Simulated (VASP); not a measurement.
# Ir (Fm-3m) in VASP: a series of runs

Ir is run at these levels: PBEsol; tasks: density of states.

Program: VASP 6.6.1. These are calculated values, not measurements. Logs are shortened: lines on timing, memory, paths and dates and some standing lists are left out, and cuts for length are marked.

## 1. The cell of the first run

Symmetry: Fm-3m, No. 225, cubic system. The conventional cell has a = 3.830 Å, b = 3.830 Å, c = 3.830 Å, α = 90.00°, β = 90.00°, γ = 90.00°. Within 3.6 Å of Ir (site symmetry m-3m) lie 12 Ir at 2.71 Å.

## 2. Density of states, PBEsol

POSCAR reads:

```
Ir
1.0
    0.0000000000      1.9150774022      1.9150774022
    1.9150774022      0.0000000000      1.9150774022
    1.9150774022      1.9150774022      0.0000000000
Ir
1
Direct
    0.0000000000      0.0000000000      0.0000000000
```

INCAR.step1 reads:

```
PREC = Accurate
ENCUT = 520
EDIFF = 1E-6
ISMEAR = 0
SIGMA = 0.05
LREAL = False
LASPH = True
NELM = 80
ALGO = Normal
ISIF = 2
LWAVE = False
LCHARG = True
LMAXMIX = 4
GGA = PS
NBANDS = 10
```

KPOINTS.step1 reads:

```
Automatic mesh
0
Gamma
  18 18 18
```

INCAR.step2 reads:

```
PREC = Accurate
ENCUT = 520
EDIFF = 1E-6
ISMEAR = -5
SIGMA = 0.05
LREAL = False
LASPH = True
NELM = 80
ALGO = Normal
ISIF = 2
LWAVE = False
LCHARG = False
LMAXMIX = 4
GGA = PS
LORBIT = 11
NEDOS = 2001
ICHARG = 11
```

KPOINTS.step2 reads:

```
Automatic mesh
0
Gamma
  27 27 27
```

Potentials or basis: VASP PAW PBE potentials, release 64 (Ir).

On the command line:

```console
$ cat potpaw_PBE.64/Ir/POTCAR > POTCAR
$ cp INCAR.step1 INCAR
$ cp KPOINTS.step1 KPOINTS
$ mpirun -np 1 vasp_std > vasp.out
$ cp INCAR.step2 INCAR
$ cp KPOINTS.step2 KPOINTS
$ mpirun -np 1 vasp_std > vasp.out
```

OUTCAR:

```text
PREC = Accurate
   ENCUT = 520
   EDIFF = 1E-6
   ISMEAR = -5
   LREAL = False
   LASPH = True
   NELM = 80
   ISIF = 2
   GGA = PS
   LORBIT = 11
   ICHARG = 11

 ion  position               nearest neighbor table
   1  0.000  0.000  0.000-

  LATTYP: Found a face centered cubic cell.
 ALAT       =     3.8301548044

  Lattice vectors:

 A1 = (   0.0000000000,   1.9150774022,   1.9150774022)
 A2 = (   1.9150774022,   0.0000000000,   1.9150774022)
 A3 = (   1.9150774022,   1.9150774022,   0.0000000000)

Analysis of symmetry for initial positions (statically):
=====================================================================
 Subroutine PRICEL returns:
 Original cell was already a primitive cell.

 Routine SETGRP: Setting up the symmetry group for a
 face centered cubic supercell.

 Subroutine GETGRP returns: Found 48 space group operations
[... 9 lines left out ...]

 Routine SETGRP: Setting up the symmetry group for a
 face centered cubic supercell.

 Subroutine GETGRP returns: Found 48 space group operations
[... 11 lines left out ...]
                                     Primitive cell

  volume of cell :      14.0472

  direct lattice vectors                    reciprocal lattice vectors
     0.000000000  1.915077402  1.915077402    -0.261086053  0.261086053  0.261086053
     1.915077402  0.000000000  1.915077402     0.261086053 -0.261086053  0.261086053
     1.915077402  1.915077402  0.000000000     0.261086053  0.261086053 -0.261086053

  length of vectors
     2.708328435  2.708328435  2.708328435     0.452214309  0.452214309  0.452214309

  position of ions in fractional coordinates (direct lattice)
     0.000000000  0.000000000  0.000000000

  ion indices of the primitive-cell ions
   primitive index   ion index
                 1           1

----------------------------------------------------------------------------------------

 KPOINTS: Automatic mesh

Automatic generation of k-mesh.
 Grid dimensions read from file:
 generate k-points for:   27   27   27

 Generating k-lattice:

  Cartesian coordinates                     Fractional coordinates (reciprocal lattice)
    -0.009669854  0.009669854  0.009669854     0.037037037  0.000000000  0.000000000
     0.009669854 -0.009669854  0.009669854     0.000000000  0.037037037  0.000000000
     0.009669854  0.009669854 -0.009669854     0.000000000  0.000000000  0.037037037

  Length of vectors
     0.016748678  0.016748678  0.016748678

  Shift w.r.t. Gamma in fractional coordinates (k-lattice)
     0.000000000  0.000000000  0.000000000

 TETIRR: Found   2653 inequivalent tetrahedra from   118098

 Subroutine IBZKPT returns following result:
 ===========================================

 Found    560 irreducible k-points:

 Following reciprocal coordinates:
            Coordinates               Weight
  0.000000  0.000000  0.000000      1.000000
  0.037037  0.000000  0.000000      8.000000
  0.074074  0.000000  0.000000      8.000000
  0.111111  0.000000  0.000000      8.000000
  0.148148  0.000000  0.000000      8.000000
  0.185185  0.000000  0.000000      8.000000
[... 16 lines left out ...]
  0.333333  0.037037  0.000000     24.000000
  0.370370  0.037037  0.000000     24.000000
 [... further k-points ...]
   k-points           NKPTS =    560   k-points in BZ     NKDIM =    560   number of bands    NBANDS=      8
   number of dos      NEDOS =   2001   number of ions     NIONS =      1
   total plane-waves  NPLWV =   8000
   dimension x,y,z NGX =    20 NGY =   20 NGZ =   20
   dimension x,y,z NGXF=    40 NGYF=   40 NGZF=   40
   ions per type =               1
   NGX,Y,Z   is equivalent  to a cutoff of  12.28, 12.28, 12.28 a.u.
   NGXF,Y,Z  is equivalent  to a cutoff of  24.55, 24.55, 24.55 a.u.
 SYSTEM =  unknown system
   PREC   = accura    normal or accurate (medium, high low for compatibility)
   ISTART =      0    job   : 0-new  1-cont  2-samecut
   ICHARG =     11    charge: 1-file 2-atom 10-const
   ISPIN  =      1    spin polarized calculation?
   LNONCOLLINEAR =      F non collinear calculations
   LSORBIT =      F    spin-orbit coupling
   LASPH  =      T    aspherical Exc in radial PAW
   ENCUT  =  520.0 eV  38.22 Ry    6.18 a.u.   5.04  5.04  5.04*2*pi/ulx,y,z
   NELM   =     80;   NELMIN=  2; NELMDL=  0     # of ELM steps
   EDIFF  = 0.1E-05   stopping-criterion for ELM
   LREAL  =      F    real-space projection
   EDIFFG = 0.1E-04   stopping-criterion for IOM
   NSW    =      0    number of steps for IOM
   IBRION =     -1    ionic relax: 0-MD 1-quasi-New 2-CG
   NFREE  =      0    steps in history (QN), initial steepest desc. (CG)
   ISIF   =      2    stress and relaxation
   ISYM   =      2    0-nonsym 1-usesym 2-fastsym
   POTIM  = 0.5000    time-step for ionic-motion
   TEBEG  =    0.0;   TEEND  =   0.0 temperature during run
   PSTRESS=    0.0 pullay stress
   NELECT =       9.0000    total number of electrons
   NUPDOWN=      -1.0000    fix difference up-down
   EMIN   =  10.00;   EMAX   =-10.00  energy-range for DOS
   EFERMI =   0.00;   METHOD = LEGACY
   ISMEAR =    -5;   SIGMA  =   0.05  broadening in eV -4-tet -1-fermi 0-gaus
   EFERMI_NEDOS =   21; number of points for ismear=-14 and -15
   IALGO  =     38    algorithm
   IMIX   =      4    mixing-type and parameters
     AMIX     =   0.40;   BMIX     =  1.00
     AMIX_MAG =   1.60;   BMIX_MAG =  1.00
  volume/ion in A,a.u.               =      14.05        94.80
  Fermi-wavevector in a.u.,A,eV,Ry     =   1.411322  2.667011 27.100476  1.991829
  Thomas-Fermi vector in A             =   2.533185
   LORBIT       =     11    0 simple, 1 ext, 2 COOP (PROOUT), +10 PAW based schemes
   GGA     = PS    functional components
   LHFCALC =     F    Hartree Fock is set to
   AEXX    =    0.0000 exact exchange contribution
   IVDW    =     0    specifies the selected vdW correction
   LEPSILON=     F    determine dielectric tensor
   LRPA    =     F    only Hartree local field effects (RPA)
 non-spin polarized calculation
 Fermi weights with tetrahedron method with Bloechl corrections
  energy-cutoff  :      520.00
  volume of cell :       14.05
 maximum number of plane-waves:       388

 number of electron       9.0000000 magnetization

 Free energy of the ion-electron system (eV)
  ---------------------------------------------------
  ext. energy  EPLUGINS =         0.00000000
  ---------------------------------------------------
  free energy    TOTEN  =        -9.81917908 eV

  energy without entropy =       -9.81917908  energy(sigma->0) =       -9.81917908

 E-fermi :  10.3587     XC(G=0): -14.1432

 val. band max:       10.3566539791   @ k =   0.3704   0.1111   0.0000
 cond. band min:      10.3318153756   @ k =   0.4815   0.3333   0.1111
 fundamental gap:     -0.0248386036
 Fermi energy:        10.3587145378

 k-point     1 :       0.0000    0.0000    0.0000
  band No.  band energies     occupation
      1      -0.8980      2.00000
      2       6.4239      2.00000
      3       6.4239      2.00000
      4       6.4239      2.00000
      5       9.1707      2.00000
      6       9.1707      2.00000
      7      24.6741      0.00000
      8      30.2908      0.00000

 k-point     2 :       0.0370    0.0000    0.0000
  band No.  band energies     occupation
      1      -0.8361      2.00000
      2       6.3897      2.00000
      3       6.4514      2.00000
      4       6.4514      2.00000
      5       9.1522      2.00000
      6       9.1522      2.00000
      7      24.7828      0.00000
      8      29.9252      0.00000

 k-point     3 :       0.0741    0.0000    0.0000
  band No.  band energies     occupation
      1      -0.6529      2.00000
      2       6.2938      2.00000
      3       6.5295      2.00000
      4       6.5295      2.00000
      5       9.1032      2.00000
      6       9.1032      2.00000
      7      25.0973      0.00000
      8      29.0794      0.00000

 k-point     4 :       0.1111    0.0000    0.0000
  band No.  band energies     occupation
      1      -0.3573      2.00000
      2       6.1553      2.00000
      3       6.6442      2.00000
      4       6.6442      2.00000
      5       9.0431      2.00000
      6       9.0431      2.00000
      7      25.5801      0.00000
      8      28.0720      0.00000

 k-point     5 :       0.1481    0.0000    0.0000
  band No.  band energies     occupation
      1       0.0345      2.00000
      2       6.0041      2.00000
      3       6.7692      2.00000
      4       6.7692      2.00000
      5       9.0051      2.00000
      6       9.0051      2.00000
      7      26.1390      0.00000
      8      27.0635      0.00000

 k-point     6 :       0.1852    0.0000    0.0000
  band No.  band energies     occupation
      1       0.4953      2.00000
      2       5.8812      2.00000
      3       6.8663      2.00000
      4       6.8663      2.00000
      5       9.0340      2.00000
      6       9.0340      2.00000
      7      25.9063      0.00000
      8      26.8459      0.00000

 k-point     7 :       0.2222    0.0000    0.0000
  band No.  band energies     occupation
      1       0.9822      2.00000
      2       5.8393      2.00000
      3       6.8998      2.00000
      4       6.8998      2.00000
      5       9.1695      2.00000
      6       9.1695      2.00000
      7      24.9174      0.00000
      8      27.1847      0.00000
[... 133 lines left out ...]
 k-point    20 :       0.2222    0.0370    0.0000
  band No.  band energies     occupation
      1       0.8720      2.00000
      2       5.7772      2.00000
      3       6.9143      2.00000
      4       6.9439      2.00000
      5       8.8733      2.00000
      6       9.3554      2.00000
      7      25.3186      0.00000
      8      27.1799      0.00000

 k-point    21 :       0.2593    0.0370    0.0000
  band No.  band energies     occupation
      1       1.3443      2.00000
      2       5.8179      2.00000
      3       6.8768      2.00000
      4       6.9303      2.00000
      5       9.1018      2.00000
      6       9.5826      2.00000
      7      24.2983      0.00000
      8      27.2608      0.00000

 k-point    22 :       0.2963    0.0370    0.0000
  band No.  band energies     occupation
      1       1.7383      2.00000
      2       6.0431      2.00000
      3       6.7765      2.00000
      4       6.8575      2.00000
      5       9.4482      2.00000
      6       9.8948      2.00002
      7      23.2311      0.00000
      8      26.8612      0.00000

 k-point    23 :       0.3333    0.0370    0.0000
  band No.  band energies     occupation
      1       2.0054      2.00000
      2       6.4862      2.00000
      3       6.6519      2.00000
      4       6.7503      2.00000
      5       9.8693      2.00000
      6      10.2542      1.37998
      7      22.0904      0.00000
      8      26.1871      0.00000

 k-point    24 :       0.3704    0.0370    0.0000
  band No.  band energies     occupation
      1       2.1461      2.00000
      2       6.5167      2.00000
      3       6.6337      2.00000
      4       7.1341      2.00000
      5      10.3229      1.37439
      6      10.6163     -0.02937
      7      20.8833      0.00000
      8      25.5078      0.00000

 [... further k-points ...]
[... 5 lines left out ...]
  --------------------------------------------------------------------------------------
  -------------------------------------------------------------------------------------
  Total        0.0669673      0.0669673      0.0669673      0.0000000      0.0000000      0.0000000
  in kB        7.6380819      7.6380819      7.6380819      0.0000000      0.0000000      0.0000000
  external PRESSURE =       7.6380819 kB  Pullay stress =       0.0000000 kB

 VOLUME and BASIS-vectors are now :
 -----------------------------------------------------------------------------
  energy-cutoff  :      520.00
  volume of cell :       14.05
      direct lattice vectors                 reciprocal lattice vectors
     0.000000000  1.915077402  1.915077402    -0.261086053  0.261086053  0.261086053
     1.915077402  0.000000000  1.915077402     0.261086053 -0.261086053  0.261086053
     1.915077402  1.915077402  0.000000000     0.261086053  0.261086053 -0.261086053

 POSITION                                       TOTAL-FORCE (eV/Angst)
 -----------------------------------------------------------------------------------
      0.00000      0.00000      0.00000        -0.000000     -0.000000      0.000000
 -----------------------------------------------------------------------------------
    total drift:                               -0.000000      0.000000     -0.000000

  FREE ENERGIE OF THE ION-ELECTRON SYSTEM (eV)
  ---------------------------------------------------
  free  energy   TOTEN  =        -9.8191790786 eV

  energy  without entropy=       -9.8191790786  energy(sigma->0) =       -9.81917908

 total charge

# of ion       s       p       d       tot
------------------------------------------
    1        0.676   0.751   6.983   8.410
```

Wall time 19 s (1 thread of Intel Xeon 6975P-C (Granite Rapids), shared host); peak memory 0.18 GiB.

Results:

* Valence electrons inside the program's atomic spheres: Ir 8.41

Caveat: the PAW data sets were made with another functional, which shifts forces and pressure a little; spin-orbit coupling is left out, which moves the levels of the heavy elements; tetrahedron occupations give inexact forces and stress in metals.

## 3. Density of states, PBEsol

POSCAR is that of step 2.

INCAR.step1 reads:

```
PREC = Accurate
ENCUT = 420
EDIFF = 1E-6
ISMEAR = 0
SIGMA = 0.05
LREAL = False
LASPH = True
NELM = 120
ALGO = Normal
ISIF = 2
LWAVE = False
LCHARG = True
LMAXMIX = 4
GGA = PS
NBANDS = 14
GGA_COMPAT = False
NEDOS = 2001
LORBIT = 11
```

KPOINTS.step1 is that of step 2.

INCAR.step2 reads:

```
PREC = Accurate
ENCUT = 420
EDIFF = 1E-6
ISMEAR = -5
SIGMA = 0.05
LREAL = False
LASPH = True
NELM = 120
ALGO = Normal
ISIF = 2
LWAVE = False
LCHARG = False
LMAXMIX = 4
GGA = PS
LORBIT = 11
NEDOS = 2001
ICHARG = 11
GGA_COMPAT = False
```

KPOINTS.step2 is that of step 2.

Potentials or basis: VASP PAW PBE potentials, release 64 (Ir_sv_GW).

On the command line:

```console
$ cat potpaw_PBE.64/Ir_sv_GW/POTCAR > POTCAR
$ cp INCAR.step1 INCAR
$ cp KPOINTS.step1 KPOINTS
$ mpirun -np 1 vasp_std > vasp.out
$ cp INCAR.step2 INCAR
$ cp KPOINTS.step2 KPOINTS
$ mpirun -np 1 vasp_std > vasp.out
```

OUTCAR:

```text
PREC = Accurate
   ENCUT = 420
   EDIFF = 1E-6
   ISMEAR = -5
   LREAL = False
   LASPH = True
   NELM = 120
   ISIF = 2
   GGA = PS
   LORBIT = 11
   ICHARG = 11

 ion  position               nearest neighbor table
   1  0.000  0.000  0.000-

  LATTYP: Found a face centered cubic cell.
 ALAT       =     3.8301548044

  Lattice vectors:

 A1 = (   0.0000000000,   1.9150774022,   1.9150774022)
 A2 = (   1.9150774022,   0.0000000000,   1.9150774022)
 A3 = (   1.9150774022,   1.9150774022,   0.0000000000)

[... 543 lines left out ...]

  FORCE on cell =-STRESS in cart. coord.  units (eV):
  Direction    XX          YY          ZZ          XY          YZ          ZX
  --------------------------------------------------------------------------------------
  -------------------------------------------------------------------------------------
  Total       -0.2466810     -0.2466810     -0.2466810      0.0000000      0.0000000      0.0000000
  in kB      -28.1356695    -28.1356695    -28.1356695      0.0000000      0.0000000      0.0000000
  external PRESSURE =     -28.1356695 kB  Pullay stress =       0.0000000 kB

 VOLUME and BASIS-vectors are now :
 -----------------------------------------------------------------------------
  energy-cutoff  :      420.00
  volume of cell :       14.05
      direct lattice vectors                 reciprocal lattice vectors
     0.000000000  1.915077402  1.915077402    -0.261086053  0.261086053  0.261086053
     1.915077402  0.000000000  1.915077402     0.261086053 -0.261086053  0.261086053
     1.915077402  1.915077402  0.000000000     0.261086053  0.261086053 -0.261086053

 POSITION                                       TOTAL-FORCE (eV/Angst)
 -----------------------------------------------------------------------------------
      0.00000      0.00000      0.00000         0.000000      0.000000     -0.000000
 -----------------------------------------------------------------------------------
    total drift:                               -0.000000     -0.000000     -0.000000

  FREE ENERGIE OF THE ION-ELECTRON SYSTEM (eV)
  ---------------------------------------------------
  free  energy   TOTEN  =       -10.3892395013 eV

  energy  without entropy=      -10.3892395013  energy(sigma->0) =      -10.38923950

 total charge

# of ion       s       p       d       f       tot
--------------------------------------------------
    1        4.226   6.108   6.317   0.026  16.677
```

OUTCAR.step1:

```text
PREC = Accurate
   ENCUT = 420
   EDIFF = 1E-6
   ISMEAR = 0
   LREAL = False
   LASPH = True
   NELM = 120
   ISIF = 2
   GGA = PS
[... 624 lines left out ...]
      0.00000      0.00000      0.00000         0.000000      0.000000      0.000000
 -----------------------------------------------------------------------------------
    total drift:                                0.000000     -0.000000      0.000000

  FREE ENERGIE OF THE ION-ELECTRON SYSTEM (eV)
  ---------------------------------------------------
  free  energy   TOTEN  =       -10.3914594221 eV

  energy  without entropy=      -10.3901101196  energy(sigma->0) =      -10.39078477

 total charge

# of ion       s       p       d       f       tot
--------------------------------------------------
    1        4.224   6.107   6.319   0.026  16.677
```

OSZICAR.step1:

```text
N       E                     dE             d eps       ncg     rms          rms(c)
DAV:   1     0.817299832772E+02    0.81730E+02   -0.10338E+04  5970   0.108E+03
DAV:   2    -0.105863063247E+02   -0.92316E+02   -0.88649E+02  6834   0.336E+02
DAV:   3    -0.116486957278E+02   -0.10624E+01   -0.10602E+01  5934   0.329E+01
DAV:   4    -0.116498781091E+02   -0.11824E-02   -0.11824E-02  6618   0.127E+00
DAV:   5    -0.116498798964E+02   -0.17873E-05   -0.17870E-05  5946   0.451E-02    0.798E+01
DAV:   6    -0.105131589517E+02    0.11367E+01   -0.14745E+00  5718   0.128E+01    0.429E+01
DAV:   7    -0.104112127932E+02    0.10195E+00   -0.44424E-01  6162   0.648E+00    0.771E+00
DAV:   8    -0.103916642877E+02    0.19549E-01   -0.68046E-02  5502   0.319E+00    0.371E-01
DAV:   9    -0.103915607043E+02    0.10358E-03   -0.63849E-04  6132   0.272E-01    0.209E-01
DAV:  10    -0.103914610204E+02    0.99684E-04   -0.14446E-04  5952   0.170E-01    0.341E-02
DAV:  11    -0.103914593885E+02    0.16320E-05   -0.51591E-06  6192   0.279E-02    0.100E-02
DAV:  12    -0.103914594221E+02   -0.33590E-07   -0.11759E-07  2898   0.354E-03
   1 F= -.10391459E+02 E0= -.10390785E+02  d E =-.134930E-02
```

Run time: 37 s. Hardware: 1 thread of Intel Xeon Platinum 8375C at 2.90GHz (Ice Lake), shared host; peak memory 0.19 GiB.

What came out:

| Quantity | Value |
| --- | --- |
| Valence electrons inside the program's atomic spheres | Ir 16.68 |

Caveat: the PAW data sets were made with another functional, which shifts forces and pressure a little; spin-orbit coupling is left out, which moves the levels of the heavy elements; tetrahedron occupations give inexact forces and stress in metals.
